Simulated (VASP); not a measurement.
A run of VASP 6.6.1:

INCAR

```
SYSTEM = TiCo
PREC = Accurate ; ENCUT = 600
EDIFF = 1E-6 ; ISMEAR = 0
SIGMA = 0.1 ; LREAL = .False.
LASPH = .True. ; NELM = 200
ALGO = Normal ; ISIF = 2
LWAVE = .False. ; LCHARG = .False.
ISPIN = 2 ; MAGMOM = 0 3
LORBIT = 11 ; LMAXMIX = 4
GGA = PE ; NBANDS = 26
GGA_COMPAT = .False.
```

Contents of KPOINTS:

```
regular mesh
0
Gamma
  6 6 6
  0 0 0
```

File POSCAR:

```
TiCo
1.0
    3.4195032600      0.0000000000      0.0000000000
   -1.7097516300      2.9613767000      0.0000000000
    0.0000000000      0.0000000000      2.5782803900
Ti Co
1 1
Direct
    0.3333333300      0.6666666700      0.5000000000
    0.0000000000      0.0000000000      0.5000000000
```

Potentials or basis: VASP PAW PBE potentials, release 64 (Ti_sv, Co_sv).

Command:

```console
$ cat potpaw_PBE.64/Ti_sv/POTCAR potpaw_PBE.64/Co_sv/POTCAR > POTCAR
$ mpirun -np 1 vasp_std > vasp.out
```

Hardware: 1 thread of Intel(R) Xeon(R) 6975P-C (Granite Rapids) (shared host).

Problem. Estimate the wall time of this run.

Solution. It took 24 s on 1 thread of Intel(R) Xeon(R) 6975P-C (Granite Rapids), with other jobs on the host, peak memory 0.18 GiB. Counts: scf iterations 15, k points 28.
